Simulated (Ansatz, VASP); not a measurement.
## One calculation of Ge, two programs

File INCAR:

```
SYSTEM = Ge
PREC = Accurate ; ENCUT = 520
EDIFF = 1E-6 ; ISMEAR = 0
SIGMA = 0.15 ; LREAL = .FALSE.
LASPH = .TRUE. ; NELM = 80
ALGO = Fast ; ISIF = 2
LWAVE = .FALSE. ; LCHARG = .TRUE.
GGA = PE ; LELF = .TRUE.
LVHAR = .TRUE. ; NBANDS = 51
```

KPOINTS

```
Automatic mesh
0
G
  12 12 5
  0 0 0
```

File POSCAR:

```
Ge
1.0
    2.8805347711     -2.8805347711      0.0000000000
    2.8805347711      0.0000000000     -2.8805347711
    6.4011883803      5.4410101233      5.4410101233
Ge
6
Direct
    0.6064851852      0.6064851852      0.5416333333
    0.9768555556     -0.0231444444      0.2083000000
    0.2361148148      0.2361148148      0.8749666667
    0.5787074074      0.5787074074      0.7916333333
    0.9490777778     -0.0509222222      0.4583000000
    0.3194481481      0.3194481481      0.1249666667
```

Input for Ansatz:

```yaml
crystal:
  lattice:
    - [2.8805347711, -2.8805347711, 0.0]
    - [2.8805347711, 0.0, -2.8805347711]
    - [6.4011883803, 5.4410101233, 5.4410101233]
  atoms:
    - { symbol: Ge, position: [0.6064851852, 0.6064851852, 0.5416333333] }
    - { symbol: Ge, position: [0.9768555556, -0.0231444444, 0.2083] }
    - { symbol: Ge, position: [0.2361148148, 0.2361148148, 0.8749666667] }
    - { symbol: Ge, position: [0.5787074074, 0.5787074074, 0.7916333333] }
    - { symbol: Ge, position: [0.9490777778, -0.0509222222, 0.4583] }
    - { symbol: Ge, position: [0.3194481481, 0.3194481481, 0.1249666667] }
basis:
  ecutwfc: 420
kpoints:
  mp_grid: { grid: [12, 12, 5] }
hamiltonian:
  xc: pbe
scf:
  occupations: { method: gaussian, width: 0.15 }
output:
  forces: true
  stress: true
  eigenvalues: true
```

Alike in both runs: task single point; functional PBE; k mesh 12 × 12 × 5; occupations gaussian, width 0.15 eV; no spin polarisation.

```csv
,VASP,Ansatz
version,VASP 6.6.1,Ansatz 0.2.0
potentials or method,"VASP PAW PBE potentials, release 64 (Ge_d), cutoff 520 eV","scalar-relativistic, plane waves, PAW"
valence electrons in the cell,84,84
```

Ansatz gave:

| Property | Result |
| --- | --- |
| gap on the k mesh at the Fermi level (eV) | none |
| pressure (GPa) | -0.1 |
| traceless stress, the component that is largest in VASP (GPa) | -2.98 |
| rms of the force components (eV/Å) | 0.250 |

Q: What did VASP give for the same quantities?

A: gap on the k mesh at the Fermi level (eV): none; pressure (GPa): -0.1; traceless stress, the component that is largest in VASP (GPa): -2.98; rms of the force components (eV/Å): 0.251.

Atom by atom the forces differ by 0.001 eV/Å (rms over components). A gap of «none» marks a metal or a gap that the smearing closes. With one functional, cell and mesh, what is left measures potentials, basis and numerics.
